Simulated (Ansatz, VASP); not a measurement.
**MgO: VASP beside Ansatz**

INCAR

```
PREC = Accurate
ENCUT = 520
EDIFF = 1E-7
ISMEAR = 0
SIGMA = 0.05
LREAL = F
LASPH = T
NELM = 60
ALGO = Normal
ISIF = 2
LWAVE = F
LCHARG = F
GGA = PS
NBANDS = 16
```

The input KPOINTS:

```
regular mesh
0
Gamma
  9 9 6
```

Contents of POSCAR:

```
MgO
1.0
    3.3120589696      0.0000000000      0.0000000000
   -1.6560294848      2.8683272065      0.0000000000
    0.0000000000      0.0000000000      4.0735901895
Mg O
2 2
Direct
    0.6666666667      0.3333333333      0.7500000000
    0.3333333333      0.6666666667      0.2500000000
    0.6666666667      0.3333333333      0.2500000000
    0.3333333333      0.6666666667      0.7500000000
```

Input for Ansatz:

```yaml
crystal:
  lattice:
    - [3.3120589696, 0.0, 0.0]
    - [-1.6560294848, 2.8683272065, 0.0]
    - [0.0, 0.0, 4.0735901895]
  atoms:
    - { symbol: Mg, position: [0.6666666667, 0.3333333333, 0.75] }
    - { symbol: Mg, position: [0.3333333333, 0.6666666667, 0.25] }
    - { symbol: O, position: [0.6666666667, 0.3333333333, 0.25] }
    - { symbol: O, position: [0.3333333333, 0.6666666667, 0.75] }
basis:
  ecutwfc: 420
kpoints:
  mp_grid: { grid: [9, 9, 6] }
hamiltonian:
  xc: pbesol
scf:
  occupations: { method: gaussian, width: 0.05 }
output:
  forces: true
  stress: true
  eigenvalues: true
```

Change from the starting cell: strain -0.050 along x and y, -0.025 along z, atoms carried along.

Alike in both runs: task single point; functional PBEsol; k mesh 9 × 9 × 6; occupations gaussian, width 0.05 eV; no spin polarisation.

```csv
,VASP,Ansatz
version,VASP 6.6.1,Ansatz 0.2.0
potentials or method,"VASP PAW PBE potentials, release 64 (Mg, O), cutoff 520 eV","scalar-relativistic, plane waves, PAW"
valence electrons in the cell,16,32
```

Ansatz gave:

- gap on the k mesh at the Fermi level (eV): 3.97
- least direct gap on the mesh (eV): 3.97
- pressure (GPa): 23.4
- traceless stress, the component that is largest in VASP (GPa): -4.26

Problem. Which values does VASP return?

Solution. gap on the k mesh at the Fermi level (eV): 3.97; least direct gap on the mesh (eV): 3.97; pressure (GPa): 23.4; traceless stress, the component that is largest in VASP (GPa): -4.44.

VASP's potentials were made for PBE, not for PBEsol. The functional is the same, so the differences come from potentials, cutoffs and numerics. VASP's potentials hold 16 valence electrons a cell and Ansatz's 32, so a difference there can come from the potentials and not from the codes.
